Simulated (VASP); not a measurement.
Wanted: the native input for a VASP 6.6.1 run.

```
Task                   : single point
Functional             : PBE
Potentials or basis    : VASP PAW PBE potentials, release 64 (La)
Cutoff                 : 520 eV
k mesh                 : 18 × 18 × 18
Occupations            : fermi-dirac, width 0.0612256 eV
Spin                   : no spin polarisation
Dipole correction      : no
Further INCAR settings : ALGO = Normal; EDIFF = 1e-06; NBANDS = 12
```

The structure of La lies in POSCAR:

```
La
1.0
   -2.1002160889      2.1002160889      2.1002160889
    2.1002160889     -2.1002160889      2.1002160889
    2.1002160889      2.1002160889     -2.1002160889
La
1
Direct
    0.0000000000      0.0000000000      0.0000000000
```

This isn't the form of La at room conditions, which is double hcp.

The input as run:

INCAR

```
SYSTEM = La
PREC = Accurate ; ENCUT = 520
EDIFF = 1E-6 ; ISMEAR = -1
SIGMA = 0.06122561905347299 ; LREAL = .FALSE.
LASPH = .TRUE. ; NELM = 80
ALGO = Normal ; ISIF = 2
LWAVE = .FALSE. ; LCHARG = .TRUE.
GGA = PE ; LELF = .TRUE.
LVHAR = .TRUE. ; NBANDS = 12
```

KPOINTS

```
Automatic mesh
0
G
  18 18 18
  0 0 0
```

Potentials or basis: VASP PAW PBE potentials, release 64 (La).

The run is started by

```sh
$ cat potpaw_PBE.64/La/POTCAR > POTCAR
$ mpirun -np 1 vasp_std > vasp.out
```

Results of the run:

The pressure is 0.6 GPa and the band gap on the k mesh is zero (an odd number of electrons rules out a gap without spin polarisation).

Caveat: spin-orbit coupling is left out, which moves the levels of the heavy elements.

Run time: 72 s on 1 thread of Intel(R) Xeon(R) Platinum 8488C (Sapphire Rapids), on a shared host, peak memory 0.24 GiB.
